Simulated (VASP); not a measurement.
# SnO (P4/nmm) in VASP: notebook

The runs below take SnO through single point, with PBE.

All numbers are computed with VASP 6.6.1; they aren't measurements. Logs are shortened: lines on timing, memory, paths and dates and some standing lists are left out, and cuts for length are marked.

## (1) The cell of the first run

It takes space group P4/nmm (No. 129, tetragonal). The conventional cell has a = 3.810 Å, b = 3.810 Å, c = 5.067 Å, α = 90.00°, β = 90.00°, γ = 90.00°. Sn (site symmetry 4mm) has 4 O at 2.23 Å within 2.9 Å. O (site symmetry -4m2) has 4 Sn at 2.23 Å and 4 O at 2.69 Å within 2.9 Å.

## (2) Single point, PBE (strain -0.015 along x and y, +0.000 along z)

The input, INCAR:

```
SYSTEM = SnO
ALGO     = Normal         ! electronic algorithm
EDIFF    = 1E-6           ! SCF threshold, eV
ENCUT    = 520            ! plane-wave cutoff, eV
GGA      = PE             ! functional
ISIF     = 2              ! what is computed and relaxed
ISMEAR   = 0              ! smearing method
LASPH    = .TRUE.         ! aspherical terms in the spheres
LCHARG   = .FALSE.        ! write CHGCAR
LREAL    = .FALSE.        ! projectors in reciprocal space
LWAVE    = .FALSE.        ! write WAVECAR
NBANDS   = 28             ! bands
NELM     = 80             ! most SCF steps
PREC     = Accurate       ! precision mode
SIGMA    = 0.05           ! smearing width, eV
```

The input, KPOINTS:

```
k-points
0
G
  10 10 8
  0 0 0
```

The input, POSCAR:

```
SnO
1.0
    3.8101481901      0.0000000000      0.0000000000
    0.0000000000      3.8101481901      0.0000000000
    0.0000000000      0.0000000000      5.0672768981
Sn O
2 2
Direct
    0.0000000000      0.5000000000      0.2287361932
    0.5000000000      0.0000000000      0.7712638068
    0.0000000000      0.0000000000      0.0000000000
    0.5000000000      0.5000000000      0.0000000000
```

Potentials or basis: VASP PAW PBE potentials, release 64 (Sn_d, O).

Run with:

```console
cat potpaw_PBE.64/Sn_d/POTCAR potpaw_PBE.64/O/POTCAR > POTCAR
mpirun -np 1 vasp_std > vasp.out
```

OUTCAR:

```text
SYSTEM = SnO
   EDIFF = 1E-6
   ENCUT = 520
   GGA = PE
   ISIF = 2
   ISMEAR = 0
   LASPH = .TRUE.
   LREAL = .FALSE.
   NELM = 80
   PREC = Accurate

 ion  position               nearest neighbor table
   1  0.000  0.500  0.229-   3 2.23   4 2.23   3 2.23   4 2.23   2 3.55   2 3.55   2 3.55   2 3.55

   2  0.500  0.000  0.771-   3 2.23   4 2.23   4 2.23   3 2.23   1 3.55   1 3.55   1 3.55   1 3.55

   3  0.000  0.000  0.000-   1 2.23   2 2.23   1 2.23   2 2.23
   4  0.500  0.500  0.000-   1 2.23   2 2.23   2 2.23   1 2.23

  LATTYP: Found a simple tetragonal cell.
 ALAT       =     3.8101481901
 C/A-ratio  =     1.3299422084

  Lattice vectors:

 A1 = (   3.8101481901,   0.0000000000,   0.0000000000)
 A2 = (   0.0000000000,   3.8101481901,   0.0000000000)
 A3 = (   0.0000000000,   0.0000000000,   5.0672768981)

Analysis of symmetry for initial positions (statically):
=====================================================================
 Subroutine PRICEL returns:
 Original cell was already a primitive cell.

 Routine SETGRP: Setting up the symmetry group for a
 simple tetragonal supercell.

 Subroutine GETGRP returns: Found 16 space group operations
 (whereof  8 operations were pure point group operations)
 out of a pool of 16 trial point group operations.

The static configuration has the point symmetry D_2d.
 The point group associated with its full space group is D_4h.

Analysis of symmetry for dynamics (positions and initial velocities):
=====================================================================
 Subroutine PRICEL returns:
 Original cell was already a primitive cell.

 Routine SETGRP: Setting up the symmetry group for a
 simple tetragonal supercell.

 Subroutine GETGRP returns: Found 16 space group operations
 (whereof  8 operations were pure point group operations)
 out of a pool of 16 trial point group operations.

The dynamic configuration has the point symmetry D_2d.
 The point group associated with its full space group is D_4h.

 Subroutine INISYM returns: Found 16 space group operations
 (whereof  8 operations are pure point group operations),
 and found     1 'primitive' translations

----------------------------------------------------------------------------------------

                                     Primitive cell

  volume of cell :      73.5628

  direct lattice vectors                    reciprocal lattice vectors
     3.810148190  0.000000000  0.000000000     0.262456983  0.000000000  0.000000000
     0.000000000  3.810148190  0.000000000     0.000000000  0.262456983  0.000000000
     0.000000000  0.000000000  5.067276898     0.000000000  0.000000000  0.197344653

  length of vectors
     3.810148190  3.810148190  5.067276898     0.262456983  0.262456983  0.197344653

  position of ions in fractional coordinates (direct lattice)
     0.000000000  0.500000000  0.228736193
     0.500000000  0.000000000  0.771263807
     0.000000000  0.000000000  0.000000000
     0.500000000  0.500000000  0.000000000

  ion indices of the primitive-cell ions
   primitive index   ion index
                 1           1
                 2           2
                 3           3
                 4           4

----------------------------------------------------------------------------------------

 KPOINTS: k-points

Automatic generation of k-mesh.
 Grid dimensions read from file:
 generate k-points for:   10   10    8

 Generating k-lattice:

  Cartesian coordinates                     Fractional coordinates (reciprocal lattice)
     0.026245698  0.000000000  0.000000000     0.100000000  0.000000000  0.000000000
     0.000000000  0.026245698  0.000000000     0.000000000  0.100000000  0.000000000
     0.000000000  0.000000000  0.024668082     0.000000000  0.000000000  0.125000000

  Length of vectors
     0.026245698  0.026245698  0.024668082

  Shift w.r.t. Gamma in fractional coordinates (k-lattice)
     0.000000000  0.000000000  0.000000000

 Subroutine IBZKPT returns following result:
 ===========================================

 Found    105 irreducible k-points:

 Following reciprocal coordinates:
            Coordinates               Weight
  0.000000  0.000000  0.000000      1.000000
  0.100000  0.000000  0.000000      4.000000
  0.200000  0.000000  0.000000      4.000000
  0.300000  0.000000  0.000000      4.000000
  0.400000  0.000000  0.000000      4.000000
  0.500000  0.000000  0.000000      2.000000
[... 16 lines left out ...]
  0.100000  0.000000  0.125000      8.000000
  0.200000  0.000000  0.125000      8.000000
 [... further k-points ...]
   k-points           NKPTS =    105   k-points in BZ     NKDIM =    105   number of bands    NBANDS=     28
   number of dos      NEDOS =    301   number of ions     NIONS =      4
   total plane-waves  NPLWV =  31360
   dimension x,y,z NGX =    28 NGY =   28 NGZ =   40
   dimension x,y,z NGXF=    56 NGYF=   56 NGZF=   80
   ions per type =               2   2
   NGX,Y,Z   is equivalent  to a cutoff of  12.22, 12.22, 13.12 a.u.
   NGXF,Y,Z  is equivalent  to a cutoff of  24.43, 24.43, 26.25 a.u.
 SYSTEM =  SnO
   PREC   = accura    normal or accurate (medium, high low for compatibility)
   ISTART =      0    job   : 0-new  1-cont  2-samecut
   ICHARG =      2    charge: 1-file 2-atom 10-const
   ISPIN  =      1    spin polarized calculation?
   LNONCOLLINEAR =      F non collinear calculations
   LSORBIT =      F    spin-orbit coupling
   LASPH  =      T    aspherical Exc in radial PAW
   ENCUT  =  520.0 eV  38.22 Ry    6.18 a.u.   7.08  7.08  9.42*2*pi/ulx,y,z
   NELM   =     80;   NELMIN=  2; NELMDL= -5     # of ELM steps
   EDIFF  = 0.1E-05   stopping-criterion for ELM
   LREAL  =      F    real-space projection
   EDIFFG = 0.1E-04   stopping-criterion for IOM
   NSW    =      0    number of steps for IOM
   IBRION =     -1    ionic relax: 0-MD 1-quasi-New 2-CG
   NFREE  =      0    steps in history (QN), initial steepest desc. (CG)
   ISIF   =      2    stress and relaxation
   ISYM   =      2    0-nonsym 1-usesym 2-fastsym
   POTIM  = 0.5000    time-step for ionic-motion
   TEBEG  =    0.0;   TEEND  =   0.0 temperature during run
   PSTRESS=    0.0 pullay stress
   NELECT =      40.0000    total number of electrons
   NUPDOWN=      -1.0000    fix difference up-down
   EMIN   =  10.00;   EMAX   =-10.00  energy-range for DOS
   EFERMI =   0.00;   METHOD = LEGACY
   ISMEAR =     0;   SIGMA  =   0.05  broadening in eV -4-tet -1-fermi 0-gaus
   EFERMI_NEDOS =   21; number of points for ismear=-14 and -15
   IALGO  =     38    algorithm
   IMIX   =      4    mixing-type and parameters
     AMIX     =   0.40;   BMIX     =  1.00
     AMIX_MAG =   1.60;   BMIX_MAG =  1.00
  volume/ion in A,a.u.               =      18.39       124.11
  Fermi-wavevector in a.u.,A,eV,Ry     =   1.336212  2.525075 24.292693  1.785463
  Thomas-Fermi vector in A             =   2.464856
   LORBIT       =      0    0 simple, 1 ext, 2 COOP (PROOUT), +10 PAW based schemes
   GGA     = PE    functional components
   LHFCALC =     F    Hartree Fock is set to
   AEXX    =    0.0000 exact exchange contribution
   IVDW    =     0    specifies the selected vdW correction
   LEPSILON=     F    determine dielectric tensor
   LRPA    =     F    only Hartree local field effects (RPA)
 non-spin polarized calculation
 Gauss-broadening in eV      SIGMA  =   0.05
  energy-cutoff  :      520.00
  volume of cell :       73.56
 maximum number of plane-waves:      2000
   NGX = 15   NGY = 15   NGZ = 19

 number of electron      39.9999988 magnetization

 Free energy of the ion-electron system (eV)
  ---------------------------------------------------
  ext. energy  EPLUGINS =         0.00000000
  ---------------------------------------------------
  free energy    TOTEN  =       -22.69766670 eV

  energy without entropy =      -22.69766670  energy(sigma->0) =      -22.69766670

 E-fermi :   6.7977     XC(G=0):  -9.9682

 val. band max:        6.6172975224   @ k =   0.0000   0.0000   0.0000
 cond. band min:       6.9766033044   @ k =   0.5000   0.5000   0.0000
 fundamental gap:      0.3593057820
 Fermi energy:         6.7977045855

 k-point     1 :       0.0000    0.0000    0.0000
  band No.  band energies     occupation
      1     -15.3352      2.00000
      2     -14.9181      2.00000
      3     -14.9057      2.00000
      4     -14.9057      2.00000
      5     -14.8698      2.00000
      6     -14.8542      2.00000
[... 20 lines left out ...]
     27      13.5390      0.00000
     28      14.0011      0.00000

 k-point     2 :       0.1000    0.0000    0.0000
  band No.  band energies     occupation
      1     -15.3301      2.00000
      2     -14.9166      2.00000
      3     -14.9042      2.00000
      4     -14.9042      2.00000
      5     -14.8712      2.00000
      6     -14.8508      2.00000
[... 20 lines left out ...]
     27      13.7265      0.00000
     28      14.8198      0.00000

 k-point     3 :       0.2000    0.0000    0.0000
  band No.  band energies     occupation
      1     -15.3156      2.00000
      2     -14.9588      2.00000
      3     -14.9002      2.00000
      4     -14.8993      2.00000
      5     -14.8854      2.00000
      6     -14.8750      2.00000
[... 20 lines left out ...]
     27      13.9353      0.00000
     28      16.3796      0.00000

 k-point     4 :       0.3000    0.0000    0.0000
  band No.  band energies     occupation
      1     -15.2924      2.00000
      2     -15.0545      2.00000
      3     -14.8951      2.00000
      4     -14.8914      2.00000
      5     -14.8797      2.00000
      6     -14.8779      2.00000
[... 578 lines left out ...]
     27      13.4232      0.00000
     28      14.1080      0.00000

 k-point    23 :       0.1000    0.0000    0.1250
  band No.  band energies     occupation
      1     -15.3289      2.00000
      2     -14.9184      2.00000
      3     -14.9023      2.00000
      4     -14.9017      2.00000
      5     -14.8700      2.00000
      6     -14.8528      2.00000
[... 20 lines left out ...]
     27      13.6847      0.00000
     28      14.8570      0.00000

 k-point    24 :       0.2000    0.0000    0.1250
  band No.  band energies     occupation
      1     -15.3148      2.00000
      2     -14.9620      2.00000
      3     -14.9002      2.00000
      4     -14.8966      2.00000
      5     -14.8862      2.00000
      6     -14.8737      2.00000
[... 20 lines left out ...]
     27      14.0030      0.00000
     28      16.3461      0.00000

 [... further k-points ...]
[... 5 lines left out ...]
  --------------------------------------------------------------------------------------
  -------------------------------------------------------------------------------------
  Total        1.6763331      1.6763331      0.9361449      0.0000000     -0.0000000      0.0000000
  in kB       36.5100581     36.5100581     20.3889705      0.0000000     -0.0000000      0.0000000
  external PRESSURE =      31.1363622 kB  Pullay stress =       0.0000000 kB

 VOLUME and BASIS-vectors are now :
 -----------------------------------------------------------------------------
  energy-cutoff  :      520.00
  volume of cell :       73.56
      direct lattice vectors                 reciprocal lattice vectors
     3.810148190  0.000000000  0.000000000     0.262456983  0.000000000  0.000000000
     0.000000000  3.810148190  0.000000000     0.000000000  0.262456983  0.000000000
     0.000000000  0.000000000  5.067276898     0.000000000  0.000000000  0.197344653

 POSITION                                       TOTAL-FORCE (eV/Angst)
 -----------------------------------------------------------------------------------
      0.00000      1.90507      1.15907        -0.000000      0.000000      0.421860
      1.90507      0.00000      3.90821         0.000000      0.000000     -0.421860
      0.00000      0.00000      0.00000        -0.000000     -0.000000      0.000000
      1.90507      1.90507      0.00000        -0.000000      0.000000      0.000000
 -----------------------------------------------------------------------------------
    total drift:                                0.000000      0.000000      0.000000

  FREE ENERGIE OF THE ION-ELECTRON SYSTEM (eV)
  ---------------------------------------------------
  free  energy   TOTEN  =       -22.6976667034 eV

  energy  without entropy=      -22.6976667030  energy(sigma->0) =      -22.69766670
```

It took 100 s on 1 thread of Intel Xeon 6975P-C, shared host; peak memory 0.3 GiB.

Results:

- Free energy: -22.6977 eV
- Pressure: 3.1 GPa
- Largest force: 0.422 eV/Å
- Band gap on the k mesh: 0.36 eV, indirect (least direct gap 1.95 eV)

Forces in eV/Å, atoms in the order of the input:
```
Sn   0.000  0.000  0.422
Sn   0.000  0.000 -0.422
O    0.000  0.000  0.000
O    0.000  0.000  0.000
```

Caveat: the cell differs from its parent crystal (strain -0.015 along x and y, +0.000 along z); spin-orbit coupling is left out, which moves the levels of the heavy elements. A k mesh can miss the band edges.

(Continued in part 2 of 2.)
